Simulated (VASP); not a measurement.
MgO: single point with PBE0

Crystal: MgO.

```
Mg O
1.0
     0.00000    2.10713    2.10713
     2.10713    0.00000    2.10713
     2.10713    2.10713    0.00000
Mg O
1 1
Direct
  0.00000 0.00000 0.00000
  0.50000 0.50000 0.50000
```

```
Program             : VASP 6.6.1
Task                : single point
Functional          : PBE0
Potentials or basis : VASP PAW PBE potentials, release 64 (Mg, O)
Cutoff              : 520 eV
k mesh              : 6 × 6 × 6
Occupations         : gaussian, width 0.01 eV
Spin                : no spin polarisation
```

| Quantity | Value |
| --- | --- |
| Pressure | -1.8 GPa |
| Band gap on the k mesh | 7.18 eV |

Levels at points of the mesh, in eV from the valence-band top:
```
           k point  band 1  band 2  band 3  band 4  band 5  band 6  band 7  band 8
(0.00, 0.00, 0.00)  -18.83    0.00    0.00    0.00    7.18   18.53   18.53   18.53
(0.50, 0.00, 0.00)  -17.49   -4.95   -0.72   -0.72   10.42   15.63   19.09   19.09
(0.50, 0.50, 0.00)  -17.21   -4.40   -1.48   -1.48   11.61   12.62   16.12   22.14
```

Run time: 5 min on 1 thread of AMD EPYC 7R13 Processor (Zen 3), with other jobs on the host, peak memory 0.13 GiB.

Caveat: the k points lie up to 0.43 Å⁻¹ apart; the PAW data sets were made with another functional, which shifts forces and pressure a little.
